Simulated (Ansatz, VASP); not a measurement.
**One calculation of Cu, two programs**

INCAR

```
SYSTEM = Cu
ALGO = Normal
EDIFF = 1E-6
ENCUT = 600
GGA = PE
GGA_COMPAT = .FALSE.
ISIF = 2
ISMEAR = 1
LASPH = .TRUE.
LCHARG = .FALSE.
LREAL = .FALSE.
LWAVE = .FALSE.
NBANDS = 12
NELM = 120
PREC = Accurate
SIGMA = 0.25
```

File KPOINTS:

```
k-points
0
G
  13 13 13
  0 0 0
```

Contents of POSCAR:

```
Cu
1.0
    0.0000000000      1.8075000000      1.8075000000
    1.8075000000      0.0000000000      1.8075000000
    1.8075000000      1.8075000000      0.0000000000
Cu
1
Direct
    0.0000000000      0.0000000000      0.0000000000
```

Input for Ansatz:

```yaml
crystal:
  lattice:
    bravais: fcc
    a: 3.615
  space_group: 225
  atoms:
    - { symbol: Cu, position: [0.0, 0.0, 0.0] }
  reduce_to_primitive: true
kpoints:
  mp_grid:
    grid: [13, 13, 13]
    shift: [0.0, 0.0, 0.0]
hamiltonian:
  xc: pbe
scf:
  convergence:
    dr2_threshold: 1.0e-09
  occupations:
    method: methfessel_paxton
    width: 0.25
output:
  forces: true
  stress: true
```

Alike in both runs: task single point; functional PBE; k mesh 13 × 13 × 13; occupations methfessel-paxton of order 1, width 0.25 eV; no spin polarisation.

|  | VASP | Ansatz |
| --- | --- | --- |
| version | VASP 6.6.1 | Ansatz 0.2.0 |
| potentials or method | VASP PAW PBE potentials, release 64 (Cu) | plane waves, PAW |
| plane-wave cutoff (eV) | 600 | 420 |
| valence electrons in the cell | 11 | 19 |

|  | VASP | Ansatz | Ansatz less VASP |
| --- | --- | --- | --- |
| pressure (GPa) | 2.2 | 1.6 | -0.59 |

The functional is the same, so the differences come from potentials, cutoffs and numerics. VASP's potentials hold 11 valence electrons a cell and Ansatz's 19, so a difference there can come from the potentials and not from the codes. Ansatz's warnings: stress scf threshold loose.
